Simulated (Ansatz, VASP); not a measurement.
**Au: VASP beside Ansatz**

Contents of INCAR:

```
SYSTEM = Au
PREC = Accurate ; ENCUT = 500
EDIFF = 1E-6 ; ISMEAR = -1
SIGMA = 0.06122561905347299 ; LREAL = .False.
LASPH = .True. ; NELM = 120
ALGO = Normal ; ISIF = 2
LWAVE = .False. ; LCHARG = .True.
GGA = PE ; LELF = .True.
LVHAR = .True. ; NBANDS = 12
GGA_COMPAT = .False.
```

Contents of KPOINTS:

```
regular mesh
0
Gamma
  12 12 12
  0 0 0
```

The input POSCAR:

```
Au
1.0
    0.0000000000      2.0792707318      2.0792707318
    2.0792707318      0.0000000000      2.0792707318
    2.0792707318      2.0792707318      0.0000000000
Au
1
Direct
    0.0000000000      0.0000000000      0.0000000000
```

Input for Ansatz:

```yaml
crystal:
  atoms:
  - position: [0.0, 0.0, 0.0]
    symbol: Au
  lattice:
  - [0.0, 2.0792707317673815, 2.0792707317673815]
  - [2.0792707317673815, 0.0, 2.0792707317673815]
  - [2.0792707317673815, 2.0792707317673815, 0.0]
hamiltonian:
  dispersion: none
  pseudopotentials:
    dirac_shells:
      Au: [2p, 3d, 3p, 4p]
    kind: all_electron
    lapw: {}
    relativity: scalar
  xc: pbe
kpoints:
  mp_grid:
    grid: [12, 12, 12]
    shift: [0, 0, 0]
magnetization: {spin_polarized: false}
output: {forces: true, stress: true}
scf:
  occupations: {method: fermi_dirac, width: 0.06122561905347299}
```

Alike in both runs: task single point; functional PBE; k mesh 12 × 12 × 12; occupations fermi-dirac, width 0.0612256 eV; no spin polarisation.

|  | VASP | Ansatz |
| --- | --- | --- |
| version | VASP 6.6.1 | Ansatz 0.2 development build |
| potentials or method | VASP PAW PBE potentials, release 64 (Au), cutoff 500 eV | all-electron full-potential LAPW, scalar-relativistic |

Ansatz gave:

* pressure (GPa): 0.1

Estimate VASP's values.

pressure (GPa): -0.2.

Ansatz ran all-electron here, and VASP with PAW potentials.

Spin-orbit coupling is off throughout.
